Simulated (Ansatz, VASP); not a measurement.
# One calculation of NbAs, two programs

Contents of INCAR:

```
SYSTEM = NbAs
ALGO = Normal
EDIFF = 1E-7
EDIFFG = -0.01
ENCUT = 600
GGA = PS
IBRION = 2
ISIF = 3
ISMEAR = 0
LASPH = .True.
LCHARG = .False.
LREAL = .False.
LWAVE = .False.
NELM = 60
NSW = 100
PREC = Accurate
SIGMA = 0.1
```

KPOINTS

```
k-points
0
Gamma
  12 12 12
  0 0 0
```

The input POSCAR:

```
NbAs
1.0
    0.0000000000      2.8751886200      2.8751886200
    2.8751886200      0.0000000000      2.8751886200
    2.8751886200      2.8751886200      0.0000000000
Nb As
1 1
Direct
    0.0000000000      0.0000000000      0.0000000000
    0.2500000000      0.2500000000      0.2500000000
```

Input for Ansatz:

```yaml
crystal:
  lattice:
    - [0.0, 2.87518862, 2.87518862]
    - [2.87518862, 0.0, 2.87518862]
    - [2.87518862, 2.87518862, 0.0]
  atoms:
    - { symbol: Nb, position: [0.0, 0.0, 0.0] }
    - { symbol: As, position: [0.25, 0.25, 0.25] }
basis:
  ecutwfc: 420
kpoints:
  mp_grid: { grid: [12, 12, 12] }
hamiltonian:
  xc: pbesol
scf:
  occupations: { method: gaussian, width: 0.1 }
output:
  forces: true
  stress: true
  eigenvalues: true
  write_density: true
  write_potential: true
  elf: true
  volumetric_format: npy
relax:
  adjacent_minimum: "off"
  f_tol: 0.01
  max_steps: 80
  cell: { stress_tol: 0.05 }
```

Alike in both runs: task relaxation of cell and atoms; functional PBEsol; k mesh 12 × 12 × 12; occupations gaussian, width 0.1 eV; no spin polarisation.

|  | VASP | Ansatz |
| --- | --- | --- |
| version | VASP 6.6.1 | Ansatz 0.2.0 |
| potentials or method | VASP PAW PBE potentials, release 64 (Nb_sv, As), cutoff 600 eV | scalar-relativistic, plane waves, PAW |
| valence electrons in the cell | 18 | 28 |

|  | VASP | Ansatz | Ansatz less VASP |
| --- | --- | --- | --- |
| gap on the k mesh at the Fermi level, each at its own relaxed structure (eV) | none | none | - |
| relaxed volume (Å³/atom) | 23.74 | 23.70 | -0.040 |
| relaxed cell length with the largest relative difference (Å) | 4.064 | 4.062 | -0.0023 |

VASP's potentials were made for PBE, not for PBEsol. A gap of «none» marks a metal or a gap that the smearing closes. VASP's potentials hold 18 valence electrons a cell and Ansatz's 28, so a difference there can come from the potentials and not from the codes.
